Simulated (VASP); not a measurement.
A run of VASP 6.6.1 is set up as follows.

File INCAR:

```
  ALGO = Normal
  EDIFF = 1E-7
  ENCUT = 520
  GGA = PE
  ISIF = 2
  ISMEAR = 0
  LASPH = True
  LCHARG = False
  LREAL = False
  LWAVE = False
  NBANDS = 20
  NELM = 60
  PREC = Accurate
  SIGMA = 0.05
```

The input KPOINTS:

```
k-points
0
Gamma
  12 12 6
```

File POSCAR:

```
SnSe2
1.0
    3.8109987816      0.0000000000      0.0000000000
   -1.9054993908      3.3004217586      0.0000000000
    0.0000000000      0.0000000000      6.1370000000
Sn Se
1 2
Direct
   -0.0358442887     -0.0262398405     -0.0141115432
    0.3333333333      0.6666666667      0.2500000000
    0.6666666667      0.3333333333      0.7500000000
```

Potentials or basis: VASP PAW PBE potentials, release 64 (Sn_d, Se).

Command:

```console
$ cat potpaw_PBE.64/Sn_d/POTCAR potpaw_PBE.64/Se/POTCAR > POTCAR
$ mpirun -np 1 vasp_std > vasp.out
```

Task: Estimate the largest force.

Result: 1.645 eV/Å.

Task: What does it give for the pressure?

Result: 5.9 GPa.

Stress tensor (GPa, compression positive):
```
 5.11 -0.28 -0.03
-0.28  6.02  0.47
-0.03  0.47  6.65
```

Caveat: the cell differs from its parent crystal (all Sn atoms moved -0.150 Å, as atom 1 along Cartesian [1 1 1]); the cell stands under pressure; forces of over 1 eV/Å act on the atoms, so gaps and moduli don't describe the material at rest.
